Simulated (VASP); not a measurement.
# Ru5C in VASP: further runs

The runs below take Ru5C through single point, relaxation of the atoms, with PBE.

Program: VASP 6.6.1. These are calculated values, not measurements. Logs are shortened: lines on timing, memory, paths and dates and some standing lists are left out, and cuts for length are marked.

## (1) The cell of the first run

The cell holds a slab with vacuum, 6 atoms: a = 2.720 Å, b = 2.720 Å, c = 24.036 Å, α = 90.00°, β = 90.00°, γ = 120.00°.

## (2) Single point, PBE

Contents of INCAR:

```
ALGO = Normal
DIPOL = 0.5 0.5 0.386
EDIFF = 1E-6
ENCUT = 520
GGA = PE
IDIPOL = 3
ISIF = 2
ISMEAR = 0
LASPH = T
LCHARG = T
LDIPOL = T
LELF = T
LREAL = F
LVACPOTAV = T
LVHAR = T
LWAVE = F
NBANDS = 46
NELM = 100
PREC = Accurate
SIGMA = 0.1
```

Contents of KPOINTS:

```
k-points
0
Gamma
  12 12 1
```

Contents of POSCAR:

```
Ru5C
1.0
    2.7197977465      0.0000000000      0.0000000000
   -1.3598988732      2.3554139416      0.0000000000
    0.0000000000      0.0000000000     24.0359895925
Ru C
5 1
Direct
    0.6666666667      0.3333333333      0.1664171132
    0.3333333333      0.6666666667      0.2557968275
    0.6666666667      0.3333333333      0.3452060919
    0.3333333333      0.6666666667      0.4352311869
    0.6666666667      0.3333333333      0.5215507997
    0.6666666667      0.3333333333      0.5937607161
```

Potentials or basis: VASP PAW PBE potentials, release 64 (Ru_pv, C).

Started as:

```bash
$ cat potpaw_PBE.64/Ru_pv/POTCAR potpaw_PBE.64/C/POTCAR > POTCAR
$ mpirun -np 1 vasp_std > vasp.out
```

OUTCAR:

```text
EDIFF = 1E-6
   ENCUT = 520
   GGA = PE
   ISIF = 2
   ISMEAR = 0
   LASPH = T
   LREAL = F
   NELM = 100
   PREC = Accurate

 ion  position               nearest neighbor table
   1  0.667  0.333  0.166-   2 2.66   2 2.66   2 2.66
   2  0.333  0.667  0.256-   1 2.66   1 2.66   1 2.66   3 2.66   3 2.66   3 2.66
   3  0.667  0.333  0.345-   2 2.66   2 2.66   2 2.66   4 2.67   4 2.67   4 2.67
   4  0.333  0.667  0.435-   5 2.60   5 2.60   5 2.60   3 2.67   3 2.67   3 2.67
   5  0.667  0.333  0.522-   6 1.74   4 2.60   4 2.60   4 2.60
   6  0.667  0.333  0.594-   5 1.74

  LATTYP: Found a hexagonal cell.
 ALAT       =     2.7197977465
 C/A-ratio  =     8.8374180115

  Lattice vectors:

 A1 = (   2.7197977465,   0.0000000000,   0.0000000000)
 A2 = (  -1.3598988732,   2.3554139416,   0.0000000000)
 A3 = (   0.0000000000,   0.0000000000,  24.0359895925)

Analysis of symmetry for initial positions (statically):
=====================================================================
 Subroutine PRICEL returns:
 Original cell was already a primitive cell.

 Routine SETGRP: Setting up the symmetry group for a
 hexagonal supercell.

 Subroutine GETGRP returns: Found  6 space group operations
 (whereof  6 operations were pure point group operations)
 out of a pool of 24 trial point group operations.

The static configuration has the point symmetry C_3v.

Analysis of symmetry for dynamics (positions and initial velocities):
=====================================================================
 Subroutine PRICEL returns:
 Original cell was already a primitive cell.

 Routine SETGRP: Setting up the symmetry group for a
 hexagonal supercell.

 Subroutine GETGRP returns: Found  6 space group operations
 (whereof  6 operations were pure point group operations)
 out of a pool of 24 trial point group operations.

The dynamic configuration has the point symmetry C_3v.

 Subroutine INISYM returns: Found  6 space group operations
 (whereof  6 operations are pure point group operations),
 and found     1 'primitive' translations

----------------------------------------------------------------------------------------

                                     Primitive cell

  volume of cell :     153.9805

  direct lattice vectors                    reciprocal lattice vectors
     2.719797746  0.000000000  0.000000000     0.367674398  0.212276913  0.000000000
    -1.359898873  2.355413942  0.000000000     0.000000000  0.424553826  0.000000000
[... 94 lines left out ...]
   ISYM   =      2    0-nonsym 1-usesym 2-fastsym
   POTIM  = 0.5000    time-step for ionic-motion
   TEBEG  =    0.0;   TEEND  =   0.0 temperature during run
   PSTRESS=    0.0 pullay stress
   NELECT =      74.0000    total number of electrons
   NUPDOWN=      -1.0000    fix difference up-down
   EMIN   =  10.00;   EMAX   =-10.00  energy-range for DOS
   EFERMI =   0.00;   METHOD = LEGACY
   ISMEAR =     0;   SIGMA  =   0.10  broadening in eV -4-tet -1-fermi 0-gaus
   EFERMI_NEDOS =   21; number of points for ismear=-14 and -15
   IALGO  =     38    algorithm
   IMIX   =      4    mixing-type and parameters
     AMIX     =   0.40;   BMIX     =  1.00
     AMIX_MAG =   1.60;   BMIX_MAG =  1.00
  volume/ion in A,a.u.               =      25.66       173.19
  Fermi-wavevector in a.u.,A,eV,Ry     =   1.282321  2.423235 22.372704  1.644347
  Thomas-Fermi vector in A             =   2.414639
   LORBIT       =      0    0 simple, 1 ext, 2 COOP (PROOUT), +10 PAW based schemes
   GGA     = PE    functional components
   LHFCALC =     F    Hartree Fock is set to
   AEXX    =    0.0000 exact exchange contribution
   IVDW    =     0    specifies the selected vdW correction
   LEPSILON=     F    determine dielectric tensor
   LRPA    =     F    only Hartree local field effects (RPA)
 non-spin polarized calculation
 Gauss-broadening in eV      SIGMA  =   0.10
  energy-cutoff  :      520.00
  volume of cell :      153.98
 maximum number of plane-waves:      4185
   NGX = 11   NGY = 11   NGZ = 89

 dipolmoment           0.000000      0.000000     -0.050592 electrons x Angstroem

 number of electron      74.0000015 magnetization

 dipolmoment           0.000000      0.000000      0.068368 electrons x Angstroem

 Free energy of the ion-electron system (eV)
  ---------------------------------------------------
  ext. energy  EPLUGINS =         0.00000000
  ---------------------------------------------------
  free energy    TOTEN  =       -49.88512697 eV

  energy without entropy =      -49.85932740  energy(sigma->0) =      -49.87222719

 E-fermi :   2.8890     XC(G=0):  -7.6716

 val. band max:        2.8688291069   @ k =   0.2500   0.0833   0.0000
 cond. band min:       2.9533960943   @ k =   0.4167  -0.0000   0.0000
 fundamental gap:      0.0845669875
 Fermi energy:         2.8890208319

 k-point     1 :       0.0000    0.0000    0.0000
  band No.  band energies     occupation
      1     -40.6974      2.00000
      2     -40.5322      2.00000
      3     -40.1502      2.00000
      4     -39.8994      2.00000
      5     -39.8994      2.00000
      6     -39.7767      2.00000
[... 920 lines left out ...]
     45      10.2254      0.00000
     46      10.2926      0.00000

------------------------ aborting loop because EDIFF is reached ----------------------------------------

  FORCE on cell =-STRESS in cart. coord.  units (eV):
  Direction    XX          YY          ZZ          XY          YZ          ZX
  --------------------------------------------------------------------------------------
  -------------------------------------------------------------------------------------
  Total        1.2344729      1.2344729      2.2011826      0.0000000      0.0000000      0.0000000
  in kB       12.8447690     12.8447690     22.9034445      0.0000000      0.0000000      0.0000000
  external PRESSURE =      16.1976608 kB  Pullay stress =       0.0000000 kB

 VOLUME and BASIS-vectors are now :
 -----------------------------------------------------------------------------
  energy-cutoff  :      520.00
  volume of cell :      153.98
      direct lattice vectors                 reciprocal lattice vectors
     2.719797746  0.000000000  0.000000000     0.367674398  0.212276913  0.000000000
    -1.359898873  2.355413942  0.000000000     0.000000000  0.424553826  0.000000000
     0.000000000  0.000000000 24.035989592     0.000000000  0.000000000  0.041604278

 POSITION                                       TOTAL-FORCE (eV/Angst)
 -----------------------------------------------------------------------------------
      1.35990      0.78514      4.00000        -0.000000     -0.000000      0.679781
     -0.00000      1.57028      6.14833        -0.000000     -0.000000     -0.429425
      1.35990      0.78514      8.29737        -0.000000      0.000000     -0.116871
     -0.00000      1.57028     10.46121         0.000000     -0.000000     -2.137191
      1.35990      0.78514     12.53599         0.000000     -0.000000      1.775262
      1.35990      0.78514     14.27163        -0.000000     -0.000000      0.228444
 -----------------------------------------------------------------------------------
    total drift:                               -0.000000     -0.000000     -0.000136

  FREE ENERGIE OF THE ION-ELECTRON SYSTEM (eV)
  ---------------------------------------------------
  free  energy   TOTEN  =       -49.8851269707 eV

  energy  without entropy=      -49.8593274001  energy(sigma->0) =      -49.87222719

 vacuum level on the upper side and lower side of the slab         9.889         7.958
```

OSZICAR:

```text
N       E                     dE             d eps       ncg     rms          rms(c)
DAV:   1     0.816415189579E+03    0.81642E+03   -0.46073E+04  2020   0.158E+03
DAV:   2    -0.249066684068E+02   -0.84132E+03   -0.81643E+03  1898   0.478E+02
DAV:   3    -0.531786100273E+02   -0.28272E+02   -0.26890E+02  2192   0.856E+01
[... 28 lines left out ...]
DAV:  32    -0.498851086056E+02   -0.59523E-05   -0.24500E-06  1314   0.994E-03    0.133E-02
DAV:  33    -0.498851164086E+02   -0.78030E-05   -0.46420E-07  1100   0.344E-03    0.736E-03
DAV:  34    -0.498851211730E+02   -0.47644E-05   -0.60323E-07  1052   0.411E-03    0.722E-03
DAV:  35    -0.498851247098E+02   -0.35367E-05   -0.37524E-07  1036   0.339E-03    0.274E-03
DAV:  36    -0.498851264586E+02   -0.17488E-05   -0.31925E-07  1122   0.294E-03    0.126E-03
DAV:  37    -0.498851269707E+02   -0.51212E-06   -0.11092E-07   952   0.160E-03
   1 F= -.49885127E+02 E0= -.49872227E+02  d E =-.257996E-01
```

stdout:

```text
POSCAR found type information on POSCAR RuC
 POSCAR found :  2 types and       6 ions
 scaLAPACK will be used
 LDA part: xc-table for (Slater+PW92), standard interpolation
 POSCAR, INCAR and KPOINTS ok, starting setup
 FFT: planning ... GRIDC
 FFT: planning ... GRID_SOFT
 FFT: planning ... GRID
 WAVECAR not read
 entering main loop
 -----------------------------------------------------------------------------
|                                                                             |
|           W    W    AA    RRRRR   N    N  II  N    N   GGGG   !!!           |
|           W    W   A  A   R    R  NN   N  II  NN   N  G    G  !!!           |
|           W    W  A    A  R    R  N N  N  II  N N  N  G       !!!           |
|           W WW W  AAAAAA  RRRRR   N  N N  II  N  N N  G  GGG   !            |
|           WW  WW  A    A  R   R   N   NN  II  N   NN  G    G                |
|           W    W  A    A  R    R  N    N  II  N    N   GGGG   !!!           |
|                                                                             |
|     Did not find any points to average over, which means that no vacuum     |
|     field-free region was found. Please increase the size of  your cell     |
|     in the dimension of the dipole correction to obtain accurate            |
|     workfunction values.                                                    |
|                                                                             |
 -----------------------------------------------------------------------------
```

Wall time 2.9 min (1 thread of Intel Xeon 6975P-C (Granite Rapids), shared host); peak memory 0.31 GiB.

Results:

* Free energy: -49.8851 eV
* Largest force: 2.137 eV/Å
* Band gap on the k mesh: zero (bands 37 and 38 overlap by 2.45 eV)

Forces on the atoms (eV/Å):
```
Ru   0.000  0.000  0.680
Ru   0.000  0.000 -0.429
Ru   0.000  0.000 -0.117
Ru   0.000  0.000 -2.137
Ru   0.000  0.000  1.775
C    0.000  0.000  0.228
```

## (3) Single point, PBE

Contents of INCAR:

```
ALGO = Normal
DIPOL = 0.5 0.5 0.382
EDIFF = 1E-7
ENCUT = 520
GGA = PE
IDIPOL = 3
ISIF = 2
ISMEAR = 0
LASPH = True
LCHARG = False
LDIPOL = True
LREAL = False
LWAVE = False
NBANDS = 46
NELM = 80
PREC = Accurate
SIGMA = 0.1
```

KPOINTS is that of step 2.

POSCAR, as its differences from that of step 2:

```diff
@@ -13,2 +13,2 @@
     0.6666666667      0.3333333333      0.5215507997
-    0.6666666667      0.3333333333      0.5937607161
+    1.0000000000      1.0000000000      0.5693431093
```

Potentials or basis: VASP PAW PBE potentials, release 64 (Ru_pv, C).

Started as:

```bash
$ cat potpaw_PBE.64/Ru_pv/POTCAR potpaw_PBE.64/C/POTCAR > POTCAR
$ mpirun -np 1 vasp_std > vasp.out
```

OUTCAR:

```text
EDIFF = 1E-7
   ENCUT = 520
   GGA = PE
   ISIF = 2
   ISMEAR = 0
   LASPH = True
   LREAL = False
   NELM = 80
   PREC = Accurate

 ion  position               nearest neighbor table
   1  0.667  0.333  0.166-   2 2.66   2 2.66   2 2.66
   2  0.333  0.667  0.256-   1 2.66   1 2.66   1 2.66   3 2.66   3 2.66   3 2.66
   3  0.667  0.333  0.345-   2 2.66   2 2.66   2 2.66   4 2.67   4 2.67   4 2.67
   4  0.333  0.667  0.435-   5 2.60   5 2.60   5 2.60   3 2.67   3 2.67   3 2.67
   5  0.667  0.333  0.522-   6 1.95   6 1.95   6 1.95   4 2.60   4 2.60   4 2.60
   6  0.000  0.000  0.569-   5 1.95   5 1.95   5 1.95

  LATTYP: Found a hexagonal cell.
 ALAT       =     2.7197977465
 C/A-ratio  =     8.8374180115

  Lattice vectors:

 A1 = (   2.7197977465,   0.0000000000,   0.0000000000)
 A2 = (  -1.3598988732,   2.3554139416,   0.0000000000)
 A3 = (   0.0000000000,   0.0000000000,  24.0359895925)

Analysis of symmetry for initial positions (statically):
=====================================================================
 Subroutine PRICEL returns:
 Original cell was already a primitive cell.

[... 183 lines left out ...]
  band No.  band energies     occupation
      1     -40.6246      2.00000
      2     -40.1725      2.00000
      3     -40.0684      2.00000
      4     -40.0684      2.00000
      5     -39.8098      2.00000
      6     -39.4604      2.00000
[... 920 lines left out ...]
     45      10.5720      0.00000
     46      10.7254      0.00000

------------------------ aborting loop because EDIFF is reached ----------------------------------------

 vacuum level on the upper side and lower side of the slab       (xc-potential included)         0.061        -0.257

  FORCE on cell =-STRESS in cart. coord.  units (eV):
  Direction    XX          YY          ZZ          XY          YZ          ZX
  --------------------------------------------------------------------------------------
  -------------------------------------------------------------------------------------
  Total        3.9487721      3.9487721      3.9357353      0.0000000     -0.0000000      0.0000000
  in kB       41.0872233     41.0872233     40.9515745      0.0000000     -0.0000000      0.0000000
  external PRESSURE =      41.0420070 kB  Pullay stress =       0.0000000 kB

 VOLUME and BASIS-vectors are now :
 -----------------------------------------------------------------------------
  energy-cutoff  :      520.00
  volume of cell :      153.98
      direct lattice vectors                 reciprocal lattice vectors
     2.719797746  0.000000000  0.000000000     0.367674398  0.212276913  0.000000000
    -1.359898873  2.355413942  0.000000000     0.000000000  0.424553826  0.000000000
     0.000000000  0.000000000 24.035989592     0.000000000  0.000000000  0.041604278

 POSITION                                       TOTAL-FORCE (eV/Angst)
 -----------------------------------------------------------------------------------
      1.35990      0.78514      4.00000        -0.000000      0.000000      0.649882
     -0.00000      1.57028      6.14833         0.000000      0.000000     -0.359894
      1.35990      0.78514      8.29737         0.000000     -0.000000     -0.241175
     -0.00000      1.57028     10.46121        -0.000000      0.000000     -2.973473
      1.35990      0.78514     12.53599         0.000000      0.000000      2.871056
      0.00000      0.00000     13.68473        -0.000000      0.000000      0.053603
 -----------------------------------------------------------------------------------
    total drift:                               -0.000000      0.000000      0.000175

  FREE ENERGIE OF THE ION-ELECTRON SYSTEM (eV)
  ---------------------------------------------------
  free  energy   TOTEN  =       -50.9802362280 eV

  energy  without entropy=      -50.9530639734  energy(sigma->0) =      -50.96665010

 vacuum level on the upper side and lower side of the slab         8.658         8.332
```

OSZICAR:

```text
N       E                     dE             d eps       ncg     rms          rms(c)
DAV:   1     0.823334852003E+03    0.82333E+03   -0.46220E+04  2012   0.158E+03
DAV:   2    -0.261515700170E+02   -0.84949E+03   -0.82414E+03  1916   0.480E+02
DAV:   3    -0.552431793851E+02   -0.29092E+02   -0.27698E+02  2234   0.872E+01
[... 31 lines left out ...]
DAV:  35    -0.509802343099E+02   -0.39965E-05   -0.53979E-07  1322   0.285E-03    0.337E-03
DAV:  36    -0.509802356505E+02   -0.13406E-05   -0.65647E-07  1296   0.334E-03    0.108E-03
DAV:  37    -0.509802359181E+02   -0.26753E-06   -0.39499E-08  1136   0.993E-04    0.654E-04
DAV:  38    -0.509802361859E+02   -0.26780E-06   -0.52974E-08  1160   0.935E-04    0.230E-04
DAV:  39    -0.509802362280E+02   -0.42122E-07   -0.74529E-09  1000   0.313E-04
   1 F= -.50980236E+02 E0= -.50966650E+02  d E =-.271723E-01
```

stdout:

```text
POSCAR found type information on POSCAR RuC
 POSCAR found :  2 types and       6 ions
 scaLAPACK will be used
 LDA part: xc-table for (Slater+PW92), standard interpolation
 POSCAR, INCAR and KPOINTS ok, starting setup
 FFT: planning ... GRIDC
 FFT: planning ... GRID_SOFT
 FFT: planning ... GRID
 WAVECAR not read
 entering main loop
```

Run time: 3.1 min. Hardware: 1 thread of Intel Xeon 6975P-C (Granite Rapids), shared host; peak memory 0.31 GiB.

What came out:

* Free energy: -50.9802 eV
* Largest force: 2.973 eV/Å
* Band gap on the k mesh: zero (bands 37 and 38 overlap by 2.20 eV)

Forces in eV/Å, atoms in the order of the input:
```
Ru   0.000  0.000  0.650
Ru   0.000  0.000 -0.360
Ru   0.000  0.000 -0.241
Ru   0.000  0.000 -2.973
Ru   0.000  0.000  2.871
C    0.000  0.000  0.054
```

## (4) Single point, PBE

Contents of INCAR:

```
PREC = Accurate
ENCUT = 520
EDIFF = 1E-6
ISMEAR = 0
SIGMA = 0.1
LREAL = F
LASPH = T
NELM = 60
ALGO = Normal
ISIF = 2
LWAVE = F
LCHARG = T
LDIPOL = T
IDIPOL = 3
DIPOL = 0.5 0.5 0.382
GGA = PE
LELF = T
LVHAR = T
LVACPOTAV = T
NBANDS = 46
```

Contents of KPOINTS:

```
Automatic mesh
0
Gamma
  12 12 1
```

POSCAR, as its differences from that of step 3:

```diff
@@ -13,2 +13,2 @@
     0.6666666667      0.3333333333      0.5215507997
-    1.0000000000      1.0000000000      0.5693431093
+    1.3333333333      0.6666666667      0.5692195167
```

Started as:

```bash
$ cat potpaw_PBE.64/Ru_pv/POTCAR potpaw_PBE.64/C/POTCAR > POTCAR
$ mpirun -np 1 vasp_std > vasp.out
```

It took 3.3 min on 1 thread of Intel Xeon 6975P-C (Granite Rapids), shared host; peak memory 0.31 GiB.

It converged, with:

| Property | Result |
| --- | --- |
| Free energy | -51.3939 eV |
| Largest force | 1.819 eV/Å |
| Band gap on the k mesh | zero (bands 37 and 38 overlap by 2.34 eV) |

Forces on the atoms (eV/Å):
```
Ru   0.000  0.000  0.766
Ru   0.000  0.000 -0.380
Ru   0.000  0.000 -0.675
Ru   0.000  0.000 -1.590
Ru   0.000  0.000  1.819
C    0.000  0.000  0.060
```

Levels at points of the mesh, in eV from the Fermi level:
```tsv
k point	band 33	band 34	band 35	band 36	band 37	band 38	band 39	band 40
(0.00, 0.00, 0.00)	-1.91	-1.91	-1.79	-1.79	-0.72	-0.68	-0.68	0.23
(0.50, 0.00, 0.00)	-0.24	-0.20	0.36	0.63	1.29	1.39	1.40	1.53
```

(Continued in part 2 of 3.)
